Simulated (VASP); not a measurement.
# Au (Im-3m) in VASP: a series of runs

Au is run at these levels: PBE0, HSE06, HF, PBE-based screened hybrid with 25 % exact exchange; tasks: single point, relaxation of cell and atoms.

All numbers are computed with VASP 6.6.1; they aren't measurements. Logs are shortened: lines on timing, memory, paths and dates and some standing lists are left out, and cuts for length are marked.

**1. The cell of the first run**

It takes space group Im-3m (No. 229, cubic). The conventional cell has a = 3.336 Å, b = 3.336 Å, c = 3.336 Å, α = 90.00°, β = 90.00°, γ = 90.00°. Au (site symmetry m-3m) has 14 Au at 2.89 to 3.34 Å within 3.8 Å.

This isn't the form of Au at room conditions, which is fcc.

**2. Single point, PBE0**

Contents of POSCAR:

```
Au
1.0
   -1.6682446112      1.6682446112      1.6682446112
    1.6682446112     -1.6682446112      1.6682446112
    1.6682446112      1.6682446112     -1.6682446112
Au
1
Direct
    0.0000000000      0.0000000000      0.0000000000
```

Contents of INCAR.step1:

```
ALGO = Normal
EDIFF = 1E-5
ENCUT = 520
GGA = PE
ISIF = 2
ISMEAR = -1
LASPH = True
LCHARG = False
LREAL = False
LWAVE = True
NBANDS = 12
NELM = 60
PREC = Accurate
SIGMA = 0.05
```

Contents of INCAR.step2:

```
AEXX = 0.25
ALGO = Normal
EDIFF = 1E-6
ENCUT = 520
GGA = PE
ISIF = 2
ISMEAR = -1
ISTART = 1
LASPH = True
LCHARG = False
LHFCALC = True
LREAL = False
LWAVE = False
NBANDS = 12
NELM = 60
PREC = Accurate
PRECFOCK = Normal
SIGMA = 0.05
```

Contents of KPOINTS:

```
k-points
0
Gamma
  6 6 6
```

Potentials or basis: VASP PAW PBE potentials, release 64 (Au).

Launch:

```console
$ cat potpaw_PBE.64/Au/POTCAR > POTCAR
$ cp INCAR.step1 INCAR
$ mpirun -np 1 vasp_std > vasp.out
$ cp INCAR.step2 INCAR
$ mpirun -np 1 vasp_std > vasp.out
```

OUTCAR:

```text
AEXX = 0.25
   EDIFF = 1E-6
   ENCUT = 520
   GGA = PE
   ISIF = 2
   ISMEAR = -1
   ISTART = 1
   LASPH = True
   LHFCALC = True
   LREAL = False
   NELM = 60
   PREC = Accurate
   PRECFOCK = Normal

 ion  position               nearest neighbor table
   1  0.000  0.000  0.000-

  LATTYP: Found a body centered cubic cell.
 ALAT       =     3.3364892224

  Lattice vectors:

 A1 = (  -1.6682446112,   1.6682446112,   1.6682446112)
 A2 = (   1.6682446112,  -1.6682446112,   1.6682446112)
 A3 = (   1.6682446112,   1.6682446112,  -1.6682446112)

Analysis of symmetry for initial positions (statically):
=====================================================================
 Subroutine PRICEL returns:
 Original cell was already a primitive cell.

 Routine SETGRP: Setting up the symmetry group for a
 body centered cubic supercell.

 Subroutine GETGRP returns: Found 48 space group operations
 (whereof 48 operations were pure point group operations)
 out of a pool of 48 trial point group operations.

The static configuration has the point symmetry O_h .

Analysis of symmetry for dynamics (positions and initial velocities):
=====================================================================
 Subroutine PRICEL returns:
 Original cell was already a primitive cell.

 Routine SETGRP: Setting up the symmetry group for a
 body centered cubic supercell.

 Subroutine GETGRP returns: Found 48 space group operations
 (whereof 48 operations were pure point group operations)
 out of a pool of 48 trial point group operations.

The dynamic configuration has the point symmetry O_h .

 Subroutine INISYM returns: Found 48 space group operations
 (whereof 48 operations are pure point group operations),
 and found     1 'primitive' translations

----------------------------------------------------------------------------------------

                                     Primitive cell

  volume of cell :      18.5712

  direct lattice vectors                    reciprocal lattice vectors
    -1.668244611  1.668244611  1.668244611     0.000000000  0.299716239  0.299716239
     1.668244611 -1.668244611  1.668244611     0.299716239  0.000000000  0.299716239
     1.668244611  1.668244611 -1.668244611     0.299716239  0.299716239  0.000000000

  length of vectors
     2.889484426  2.889484426  2.889484426     0.423862770  0.423862770  0.423862770

[... 83 lines left out ...]
   EFERMI =   0.00;   METHOD = LEGACY
   ISMEAR =    -1;   SIGMA  =   0.05  broadening in eV -4-tet -1-fermi 0-gaus
   EFERMI_NEDOS =   21; number of points for ismear=-14 and -15
   IALGO  =     38    algorithm
   IMIX   =      1    mixing-type and parameters
     AMIX     =   0.40;   BMIX     =  1.00
     AMIX_MAG =   1.60;   BMIX_MAG =  1.00
  volume/ion in A,a.u.               =      18.57       125.32
  Fermi-wavevector in a.u.,A,eV,Ry     =   1.374863  2.598114 25.718378  1.890247
  Thomas-Fermi vector in A             =   2.500251
   LORBIT       =      0    0 simple, 1 ext, 2 COOP (PROOUT), +10 PAW based schemes
   GGA     = PE    functional components
   LHFCALC =     T    Hartree Fock is set to
   PRECFOCK=normal    Normal, Fast or Accurate (Low or Medium for compatibility)
   ENCUT4O =  -1.0   cutoff for four orbital integrals eV
   NKREDX  =     1    reduce k-point grid by
   NKREDY  =     1    reduce k-point grid by
   NKREDZ  =     1    reduce k-point grid by
   AEXX    =    0.2500 exact exchange contribution
   HFSCREEN=    0.0000 screening length (either q_TF or 0.3 A-1)
   HFSCREENC=   0.0000 screening length for correlation (either q_TF or 0.3 A-1)
   ENCUTFOCK=  -1.0 apply spherical cutoff to Coloumb kernel
   IVDW    =     0    specifies the selected vdW correction
   LEPSILON=     F    determine dielectric tensor
   LRPA    =     F    only Hartree local field effects (RPA)
 non-spin polarized calculation
  energy-cutoff  :      520.00
  volume of cell :       18.57
 maximum number of plane-waves:       531
 NGX is ok and might be reduce to    24
  NGX = 18; NGY = 18; NGZ = 18

 number of electron      10.9999999 magnetization

 Free energy of the ion-electron system (eV)
  ---------------------------------------------------
  ext. energy  EPLUGINS =         0.00000000
  ---------------------------------------------------
  free energy    TOTEN  =        -3.46559035 eV

  energy without entropy =       -3.45485307  energy(sigma->0) =       -3.46022171

 E-fermi :   8.2387     XC(G=0):  -9.5720

 val. band max:        7.8553381232   @ k =  -0.3333   0.3333   0.3333
 cond. band min:       8.3119922182   @ k =   0.3333   0.1667  -0.0000
 fundamental gap:      0.4566540950
 Fermi energy:         8.2386947140

 k-point     1 :       0.0000    0.0000    0.0000
  band No.  band energies     occupation
      1      -2.4737      2.00000
      2       1.9165      2.00000
      3       1.9165      2.00000
      4       1.9165      2.00000
      5       3.6324      2.00000
      6       3.6324      2.00000
      7      25.7587      0.00000
      8      25.7587      0.00000
      9      25.7587      0.00000
     10      32.6672      0.00000
     11      32.6672      0.00000
     12      32.6672      0.00000
[... 211 lines left out ...]
 k-point    16 :       0.5000    0.5000    0.5000
  band No.  band energies     occupation
      1       0.0720      2.00000
      2       0.0720      2.00000
      3       4.8855      2.00000
      4       4.8855      2.00000
      5       4.8855      2.00000
      6      15.1672      0.00000
      7      15.1672      0.00000
      8      15.1672      0.00000
      9      18.4113      0.00000
     10      24.2973      0.00000
     11      24.2973      0.00000
     12      34.1059      0.00000

------------------------ aborting loop because EDIFF is reached ----------------------------------------

  FORCE on cell =-STRESS in cart. coord.  units (eV):
  Direction    XX          YY          ZZ          XY          YZ          ZX
  --------------------------------------------------------------------------------------
  -------------------------------------------------------------------------------------
  Total       -0.7657299     -0.7657299     -0.7657299     -0.0000000     -0.0000000     -0.0000000
  in kB      -66.0612822    -66.0612822    -66.0612822     -0.0000000     -0.0000000     -0.0000000
  external PRESSURE =     -66.0612822 kB  Pullay stress =       0.0000000 kB

 VOLUME and BASIS-vectors are now :
 -----------------------------------------------------------------------------
  energy-cutoff  :      520.00
  volume of cell :       18.57
      direct lattice vectors                 reciprocal lattice vectors
    -1.668244611  1.668244611  1.668244611     0.000000000  0.299716239  0.299716239
     1.668244611 -1.668244611  1.668244611     0.299716239  0.000000000  0.299716239
     1.668244611  1.668244611 -1.668244611     0.299716239  0.299716239  0.000000000

 POSITION                                       TOTAL-FORCE (eV/Angst)
 -----------------------------------------------------------------------------------
      0.00000      0.00000      0.00000         0.000000      0.000000     -0.000000
 -----------------------------------------------------------------------------------
    total drift:                               -0.000000     -0.000000      0.000000

  FREE ENERGIE OF THE ION-ELECTRON SYSTEM (eV)
  ---------------------------------------------------
  free  energy   TOTEN  =        -3.4655903485 eV

  energy  without entropy=       -3.4548530693  energy(sigma->0) =       -3.46022171
```

OUTCAR.step1:

```text
EDIFF = 1E-5
   ENCUT = 520
   GGA = PE
   ISIF = 2
   ISMEAR = -1
   LASPH = True
[... 444 lines left out ...]

 POSITION                                       TOTAL-FORCE (eV/Angst)
 -----------------------------------------------------------------------------------
      0.00000      0.00000      0.00000         0.000000      0.000000      0.000000
 -----------------------------------------------------------------------------------
    total drift:                               -0.000000      0.000000      0.000000

  FREE ENERGIE OF THE ION-ELECTRON SYSTEM (eV)
  ---------------------------------------------------
  free  energy   TOTEN  =        -3.1101296799 eV

  energy  without entropy=       -3.0962621138  energy(sigma->0) =       -3.10319590
```

Wall time 14 min (1 thread of AMD EPYC 7R43 (Zen 3), shared host); peak memory 0.13 GiB.

What came out:

```yaml
Free_energy: -3.4656 eV
Pressure: -6.6 GPa
Band_gap_on_the_k_mesh: zero (an odd number of electrons rules out a gap without spin polarisation)
```

Caveat: the k points lie up to 0.44 Å⁻¹ apart, too coarse for converged energies and pressures of a metal; the PAW data sets were made with another functional, which shifts forces and pressure a little; spin-orbit coupling is left out, which moves the levels of the heavy elements.

**3. Single point, HSE06**

This run uses another cell than the first one, of 18.94 Å³/atom.

Contents of POSCAR:

```
Au
1.0
   -1.6790776720      1.6790776720      1.6790776720
    1.6790776720     -1.6790776720      1.6790776720
    1.6790776720      1.6790776720     -1.6790776720
Au
1
Direct
    0.0000000000      0.0000000000      0.0000000000
```

Contents of INCAR.step1:

```
PREC = Accurate
ENCUT = 520
EDIFF = 1E-5
ISMEAR = -1
SIGMA = 0.05
LREAL = False
LASPH = True
NELM = 80
ALGO = Normal
ISIF = 2
LWAVE = True
LCHARG = False
GGA = PE
NBANDS = 12
```

Contents of INCAR.step2:

```
PREC = Accurate
ENCUT = 520
EDIFF = 1E-7
ISMEAR = -1
SIGMA = 0.05
LREAL = False
LASPH = True
NELM = 80
ALGO = Normal
ISIF = 2
LWAVE = False
LCHARG = False
GGA = PE
LHFCALC = True
HFSCREEN = 0.2079
PRECFOCK = Normal
ISTART = 1
NBANDS = 12
```

Contents of KPOINTS:

```
Automatic mesh
0
Gamma
  6 6 6
```

Potentials or basis: VASP PAW PBE potentials, release 64 (Au).

Launch:

```console
$ cat potpaw_PBE.64/Au/POTCAR > POTCAR
$ cp INCAR.step1 INCAR
$ mpirun -np 1 vasp_std > vasp.out
$ cp INCAR.step2 INCAR
$ mpirun -np 1 vasp_std > vasp.out
```

Run time: 24 min. Hardware: 1 thread of AMD EPYC 7R43 (Zen 3), shared host; peak memory 0.2 GiB.

It converged, with:

| Quantity | Value |
| --- | --- |
| Free energy | -3.2531 eV |
| Pressure | -8.2 GPa |
| Band gap on the k mesh | zero (an odd number of electrons rules out a gap without spin polarisation) |

Levels at points of the mesh, in eV from the Fermi level:
```tsv
k point	band 3	band 4	band 5	band 6	band 7	band 8
(0.00, 0.00, 0.00)	-5.64	-5.64	-3.97	-3.97	17.27	17.27
(0.50, 0.00, 0.00)	-4.06	-3.76	-2.43	-0.39	3.39	13.00
(0.50, 0.50, 0.50)	-2.79	-2.79	-2.79	6.71	6.71	6.71
```

Caveat: the k points lie up to 0.44 Å⁻¹ apart, too coarse for converged energies and pressures of a metal; the PAW data sets were made with another functional, which shifts forces and pressure a little; spin-orbit coupling is left out, which moves the levels of the heavy elements.

**4. Single point, PBE0**

This run uses another cell than the first one, of 18.94 Å³/atom.

POSCAR is that of step 3.

Contents of INCAR.step1:

```
SYSTEM = Au
ALGO     = Normal         ! electronic algorithm
EDIFF    = 1E-5           ! SCF threshold, eV
ENCUT    = 520            ! plane-wave cutoff, eV
GGA      = PE             ! functional
ISIF     = 2              ! what is computed and relaxed
ISMEAR   = -1             ! smearing method
LASPH    = .True.         ! aspherical terms in the spheres
LCHARG   = .False.        ! write CHGCAR
LREAL    = .False.        ! projectors in reciprocal space
LWAVE    = .True.         ! write WAVECAR
NBANDS   = 12             ! bands
NELM     = 80             ! most SCF steps
PREC     = Accurate       ! precision mode
SIGMA    = 0.05           ! smearing width, eV
```

Contents of INCAR.step2:

```
SYSTEM = Au
AEXX     = 0.25           ! exact-exchange fraction
ALGO     = Normal         ! electronic algorithm
EDIFF    = 1E-6           ! SCF threshold, eV
ENCUT    = 520            ! plane-wave cutoff, eV
GGA      = PE             ! functional
ISIF     = 2              ! what is computed and relaxed
ISMEAR   = -1             ! smearing method
ISTART   = 1            
LASPH    = .True.         ! aspherical terms in the spheres
LCHARG   = .False.        ! write CHGCAR
LHFCALC  = .True.         ! exact exchange
LREAL    = .False.        ! projectors in reciprocal space
LWAVE    = .False.        ! write WAVECAR
NBANDS   = 12             ! bands
NELM     = 80             ! most SCF steps
PREC     = Accurate       ! precision mode
PRECFOCK = Normal       
SIGMA    = 0.05           ! smearing width, eV
```

Contents of KPOINTS:

```
k-points
0
Gamma
  6 6 6
  0 0 0
```

Launch:

```console
$ cat potpaw_PBE.64/Au/POTCAR > POTCAR
$ cp INCAR.step1 INCAR
$ mpirun -np 1 vasp_std > vasp.out
$ cp INCAR.step2 INCAR
$ mpirun -np 1 vasp_std > vasp.out
```

It took 19 min on 1 thread of AMD EPYC 7R43 (Zen 3), shared host; peak memory 0.11 GiB.

It converged, with:

* Free energy: -3.4487 eV
* Pressure: -8.6 GPa
* Band gap on the k mesh: zero (an odd number of electrons rules out a gap without spin polarisation)

Levels at points of the mesh, in eV from the Fermi level:
```csv
k point,band 3,band 4,band 5,band 6,band 7,band 8,band 9,band 10
"(0.00, 0.00, 0.00)",-6.21,-6.21,-4.55,-4.55,17.50,17.50,17.50,24.09
"(0.50, 0.00, 0.00)",-4.64,-4.33,-2.95,-0.83,3.62,13.23,14.38,21.64
"(0.50, 0.50, 0.50)",-3.34,-3.34,-3.34,6.91,6.91,6.91,9.95,15.86
```

Caveat: the k points lie up to 0.44 Å⁻¹ apart, too coarse for converged energies and pressures of a metal; the PAW data sets were made with another functional, which shifts forces and pressure a little; spin-orbit coupling is left out, which moves the levels of the heavy elements.

**5. Single point, HF**

This run uses another cell than the first one, of 20.36 Å³/atom.

Contents of POSCAR:

```
Au
1.0
   -1.7201150054      1.7201150054      1.7201150054
    1.7201150054     -1.7201150054      1.7201150054
    1.7201150054      1.7201150054     -1.7201150054
Au
1
Direct
    0.0000000000      0.0000000000      0.0000000000
```

Contents of INCAR.step1:

```
SYSTEM = Au
PREC = Accurate
ENCUT = 520
EDIFF = 1E-5
ISMEAR = -1
SIGMA = 0.05
LREAL = .False.
LASPH = .True.
NELM = 80
ALGO = Normal
ISIF = 2
LWAVE = .True.
LCHARG = .False.
NBANDS = 12
GGA = PE
```

Contents of INCAR.step2:

```
SYSTEM = Au
PREC = Accurate
ENCUT = 520
EDIFF = 1E-6
ISMEAR = -1
SIGMA = 0.05
LREAL = .False.
LASPH = .True.
NELM = 80
ALGO = Normal
ISIF = 2
LWAVE = .False.
LCHARG = .False.
GGA = PE
LHFCALC = .True.
AEXX = 1.0
ALDAC = 0.0
AGGAC = 0.0
PRECFOCK = Normal
NBANDS = 12
ISTART = 1
```

Contents of KPOINTS:

```
Automatic mesh
0
Gamma
  6 6 6
  0 0 0
```

Launch:

```console
$ cat potpaw_PBE.64/Au/POTCAR > POTCAR
$ cp INCAR.step1 INCAR
$ mpirun -np 1 vasp_std > vasp.out
$ cp INCAR.step2 INCAR
$ mpirun -np 1 vasp_std > vasp.out
```

It took 28 min on 1 thread of Intel Xeon 8259CL, shared host; peak memory 0.16 GiB.

Results (log left out):

| Item | Value |
| --- | --- |
| Free energy | -3.4248 eV |
| Pressure | -0.6 GPa |
| Band gap on the k mesh | zero (an odd number of electrons rules out a gap without spin polarisation) |

Levels at points of the mesh, in eV from the Fermi level:
```tsv
k point	band 4	band 5	band 6	band 7	band 8	band 9
(0.00, 0.00, 0.00)	-11.24	-9.62	-9.62	20.89	20.89	20.89
(0.50, 0.00, 0.00)	-9.33	-7.67	-1.48	5.46	16.36	17.68
(0.50, 0.50, 0.50)	-8.10	-8.10	9.53	9.53	9.53	13.49
```

Caveat: the k points lie up to 0.43 Å⁻¹ apart, too coarse for converged energies and pressures of a metal; the PAW data sets were made with another functional, which shifts forces and pressure a little; spin-orbit coupling is left out, which moves the levels of the heavy elements.

**6. Relaxation of cell and atoms, PBE-based screened hybrid with 25 % exact exchange**

This run uses another cell than the first one, of 18.21 Å³/atom.

Contents of POSCAR:

```
Au
1.0
   -1.6572690000      1.6572690000      1.6572690000
    1.6572690000     -1.6572690000      1.6572690000
    1.6572690000      1.6572690000     -1.6572690000
Au
1
Direct
    0.0000000000      0.0000000000      0.0000000000
```

Contents of INCAR.step1:

```
SYSTEM = Au
PREC = Accurate
ENCUT = 600
EDIFF = 1E-5
ISMEAR = -1
SIGMA = 0.05
LREAL = .FALSE.
LASPH = .TRUE.
NELM = 80
ALGO = Normal
LWAVE = .TRUE.
LCHARG = .FALSE.
GGA = PE
NBANDS = 12
```

Contents of INCAR.step2:

```
SYSTEM = Au
PREC = Accurate
ENCUT = 600
EDIFF = 1E-6
ISMEAR = -1
SIGMA = 0.05
LREAL = .FALSE.
LASPH = .TRUE.
NELM = 80
ALGO = Normal
ISIF = 3
LWAVE = .FALSE.
LCHARG = .FALSE.
GGA = PE
LHFCALC = .TRUE.
AEXX = 0.25
HFSCREEN = 0.3
PRECFOCK = Normal
IBRION = 2
NSW = 60
EDIFFG = -0.01
ISTART = 1
```

Contents of KPOINTS:

```
Automatic mesh
0
G
  6 6 6
  0 0 0
```

Potentials or basis: VASP PAW PBE potentials, release 64 (Au).

Launch:

```console
$ cat potpaw_PBE.64/Au/POTCAR > POTCAR
$ cp INCAR.step1 INCAR
$ mpirun -np 1 vasp_std > vasp.out
$ cp INCAR.step2 INCAR
$ mpirun -np 1 vasp_std > vasp.out
```

Run time: 68 min. Hardware: 1 thread of Intel Xeon 8259CL, shared host; peak memory 0.26 GiB.

It converged, with:

```
Free energy                           : -3.2268 eV
Relaxed volume                        : 17.72 Å³/atom
Relaxed cell                          : a = 2.845 Å, b = 2.845 Å, c = 2.845 Å, α = 109.47°, β = 109.47°, γ = 109.47°
Space group after relaxing (to 0.1 Å) : Im-3m (No. 229)
Energy gained by relaxing             : 5.7 meV/atom
Ionic steps                           : 3
Pressure after relaxing               : 0.0 GPa
Band gap on the k mesh                : zero (an odd number of electrons rules out a gap without spin polarisation)
```

The path:
```csv
step,energy change (eV),largest force (eV/Å),pressure (GPa),volume (Å³)
1,0.0000,0.0000,-3.62,18.21
2,0.0031,0.0000,5.09,17.14
3,-0.0057,0.0000,-0.02,17.72
```

Final structure:
```
Au
1.0
    -1.64236    1.64236    1.64236
     1.64236   -1.64236    1.64236
     1.64236    1.64236   -1.64236
Au
1
Direct
  0.00000 0.00000 0.00000
```

Levels at points of the mesh, in eV from the Fermi level:
```
           k point  band 2  band 3  band 4  band 5  band 6  band 7  band 8  band 9
(0.00, 0.00, 0.00)   -5.86   -5.86   -5.86   -4.01   -4.01   17.20   17.20   17.20
(0.50, 0.00, 0.00)   -6.94   -4.10   -3.78   -2.31   -0.69    3.64   12.94   14.45
(0.50, 0.50, 0.50)   -7.84   -2.70   -2.70   -2.70    6.64    6.64    6.64   10.30
```

Caveat: the k points lie up to 0.45 Å⁻¹ apart in the final cell, too coarse for converged energies and pressures of a metal; the PAW data sets were made with another functional, which shifts forces and pressure a little; spin-orbit coupling is left out, which moves the levels of the heavy elements.

**7. Summary**

| task | level | cell | cutoff (eV) | share of exact exchange | screening parameter | gap on the mesh (eV) | pressure (GPa) |
| --- | --- | --- | --- | --- | --- | --- | --- |
| single point | PBE0 | a = 2.889 Å, angles 109.5°, 1 atom | 520 | 0.25 | - | none | -6.6 |
| single point | HSE06 | a = 2.908 Å, angles 109.5°, 1 atom | 520 | 0.25 | 0.2079 1/Å | none | -8.2 |
| single point | PBE0 | a = 2.908 Å, angles 109.5°, 1 atom | 520 | 0.25 | - | none | -8.6 |
| single point | HF | a = 2.979 Å, angles 109.5°, 1 atom | 520 | 1 | - | none | -0.6 |
| relaxation of cell and atoms | PBE-based screened hybrid with 25 % exact exchange | relaxed from a = 2.870 Å, angles 109.5°, 1 atom | 600 | 0.25 | 0.3 1/Å | none | 0.0 |

Alike in all rows: potentials or basis VASP PAW PBE potentials, release 64 (Au); no spin polarisation; k mesh 6 × 6 × 6; smearing fermi-dirac 0.05 eV.

Caveats: all runs use coarse meshes; the PAW data sets were made with another functional, which shifts forces and pressure a little; spin-orbit coupling is left out, which moves the levels of the heavy elements.

Total energies depend on the potentials used, so only differences within one code and one set of settings carry meaning.

The gap in the log of VASP goes by the Fermi energy; the results here count the filled bands.